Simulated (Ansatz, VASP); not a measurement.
Two plane-wave programs on BN

INCAR

```
ALGO = Normal
EDIFF = 1E-7
ENCUT = 520
GGA = PE
ISIF = 2
ISMEAR = 0
LASPH = T
LCHARG = F
LREAL = F
LWAVE = F
NBANDS = 11
NELM = 100
PREC = Accurate
SIGMA = 0.02
```

File KPOINTS:

```
k-points
0
Gamma
  12 12 12
```

File POSCAR:

```
BN
1.0
    0.0000000000      3.5871028863      2.0594104630
    1.2505682127      0.0465926226      1.9842262195
    1.2505682127      3.5405102637      0.0751842435
B N
1 1
Direct
   -0.0055285642      0.0112763200      0.9887236800
    0.6722285542      0.6554236700      0.3445763300
```

Input for Ansatz:

```yaml
crystal:
  lattice:
    - [0.0, 3.5871028863, 2.059410463]
    - [1.2505682127, 0.0465926226, 1.9842262195]
    - [1.2505682127, 3.5405102637, 0.0751842435]
  atoms:
    - { symbol: B, position: [-0.0055285642, 0.01127632, 0.98872368] }
    - { symbol: "N", position: [0.6722285542, 0.65542367, 0.34457633] }
basis:
  ecutwfc: 420
kpoints:
  mp_grid: { grid: [12, 12, 12] }
hamiltonian:
  xc: pbe
scf:
  occupations: { method: gaussian, width: 0.02 }
output:
  forces: true
  stress: true
  eigenvalues: true
  populations: true
```

Alike in both runs: task single point; functional PBE; k mesh 12 × 12 × 12; occupations gaussian, width 0.02 eV; no spin polarisation.

|  | VASP | Ansatz |
| --- | --- | --- |
| version | VASP 6.6.1 | Ansatz 0.2.0 |
| potentials or method | VASP PAW PBE potentials, release 64 (B, N), cutoff 520 eV | scalar-relativistic, plane waves, PAW |
| valence electrons in the cell | 8 | 8 |

Ansatz gave:

```
gap on the k mesh at the Fermi level (eV)                     : 4.44
least direct gap on the mesh (eV)                             : 4.89
pressure (GPa)                                                : 39.1
traceless stress, the component that is largest in VASP (GPa) : 53.97
rms of the force components (eV/Å)                            : 1.049
```

Problem. Estimate VASP's values.

Solution. gap on the k mesh at the Fermi level (eV): 4.43; least direct gap on the mesh (eV): 4.88; pressure (GPa): 39.2; traceless stress, the component that is largest in VASP (GPa): 54.22; rms of the force components (eV/Å): 1.053.

Atom by atom the forces differ by 0.005 eV/Å (rms over components). Both programs put the cell under a high pressure, so it lies far from rest at this level.
